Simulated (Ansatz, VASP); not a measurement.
**One calculation of MgO, two programs**

The input INCAR:

```
SYSTEM = MgO
PREC     = Accurate       ! precision mode
ENCUT    = 600            ! plane-wave cutoff, eV
EDIFF    = 1E-7           ! SCF threshold, eV
ISMEAR   = 0              ! smearing method
SIGMA    = 0.02           ! smearing width, eV
LREAL    = .FALSE.        ! projectors in reciprocal space
LASPH    = .TRUE.         ! aspherical terms in the spheres
NELM     = 120            ! most SCF steps
ALGO     = Normal         ! electronic algorithm
ISIF     = 3              ! what is computed and relaxed
LWAVE    = .FALSE.        ! write WAVECAR
LCHARG   = .FALSE.        ! write CHGCAR
GGA      = PE             ! functional
IBRION   = 2              ! ionic algorithm
NSW      = 100            ! ionic steps
EDIFFG   = -0.002         ! ionic threshold
GGA_COMPAT= .FALSE.      
NELMIN   = 4
```

The input KPOINTS:

```
Automatic mesh
0
G
  8 8 8
  0 0 0
```

The input POSCAR:

```
MgO
1.0
    0.0000000000      2.1245000000      2.1245000000
    2.1245000000      0.0000000000      2.1245000000
    2.1245000000      2.1245000000      0.0000000000
Mg O
1 1
Direct
    0.0000000000      0.0000000000      0.0000000000
    0.5000000000      0.5000000000      0.5000000000
```

Input for Ansatz:

```yaml
crystal:
  lattice:
    - [0.0, 2.1245, 2.1245]
    - [2.1245, 0.0, 2.1245]
    - [2.1245, 2.1245, 0.0]
  atoms:
    - { symbol: Mg, position: [0.0, 0.0, 0.0] }
    - { symbol: O, position: [0.5, 0.5, 0.5] }
basis:
  ecutwfc: 420
kpoints:
  mp_grid: { grid: [8, 8, 8] }
hamiltonian:
  xc: pbe
  pseudopotentials: { kind: paw, azcp: { folder: soft_1 } }
scf:
  occupations: { method: gaussian, width: 0.02 }
output:
  forces: true
  stress: true
  eigenvalues: true
  write_density: true
  write_potential: true
  elf: true
  volumetric_format: npy
relax:
  adjacent_minimum: "off"
  f_tol: 0.002
  max_steps: 80
  cell: { stress_tol: 0.02 }
```

Alike in both runs: task relaxation of cell and atoms; functional PBE; k mesh 8 × 8 × 8; occupations gaussian, width 0.02 eV; no spin polarisation.

|  | VASP | Ansatz |
| --- | --- | --- |
| version | VASP 6.6.1 | Ansatz 0.2.0 |
| potentials or method | VASP PAW PBE potentials, release 64 (Mg, O), cutoff 600 eV | scalar-relativistic, plane waves, PAW |
| valence electrons in the cell | 8 | 16 |

Ansatz gave:

- gap on the k mesh at the Fermi level, each at its own relaxed structure (eV): 4.46
- relaxed volume (Å³/atom): 9.63
- relaxed cell length with the largest relative difference (Å): 3.008

Problem. Estimate VASP's values.

Solution. gap on the k mesh at the Fermi level, each at its own relaxed structure (eV): 4.51; relaxed volume (Å³/atom): 9.56; relaxed cell length with the largest relative difference (Å): 3.002.

VASP's potentials hold 8 valence electrons a cell and Ansatz's 16, so a difference there can come from the potentials and not from the codes.
